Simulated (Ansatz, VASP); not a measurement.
## Two plane-wave programs on CoO

```
Co O
1.0
     0.00000    2.13150    2.11018
     2.13150    0.00000    2.11018
     2.13150    2.13150    0.00000
Co O
1 1
Direct
  0.00000 0.00000 0.00000
  0.50000 0.50000 0.50000
```

Change from the starting cell: zz strain of -1 %, PAW files.

Alike in both runs: task electric field gradients; functional PBE; k mesh 16 × 16 × 16; occupations fermi-dirac, width 0.05 eV; collinear spin.

|  | VASP | Ansatz |
| --- | --- | --- |
| version | VASP 6.6.1 | Ansatz 0.2.0 |
| potentials or method | VASP PAW PBE potentials, release 64 (Co, O) | PAW with Ansatz's default frozen-core files, scalar-relativistic |
| plane-wave cutoff (eV) | 520 | 420 |
| valence electrons in the cell | 15 | 23 |

VASP gave:

```
pressure (GPa)                                                : -0.7
traceless stress, the component that is largest in VASP (GPa) : 0.06
net moment per atom (μB)                                      : 1.44
size of the moment on the site where the two differ most (μB) : 2.54
size of Vzz on the site where it differs most (V/Å²)          : 6.4
```

Task: Which values does Ansatz return?

Result: Pressure (GPa): -0.1; traceless stress, the component that is largest in VASP (GPa): 0.08; net moment per atom (μB): 1.46; size of the moment on the site where the two differ most (μB): 2.48; size of Vzz on the site where it differs most (V/Å²): 6.7.

Site moments also hang on the region over which each program counts them. VASP's potentials hold 15 valence electrons a cell and Ansatz's 23, so a difference there can come from the potentials and not from the codes.
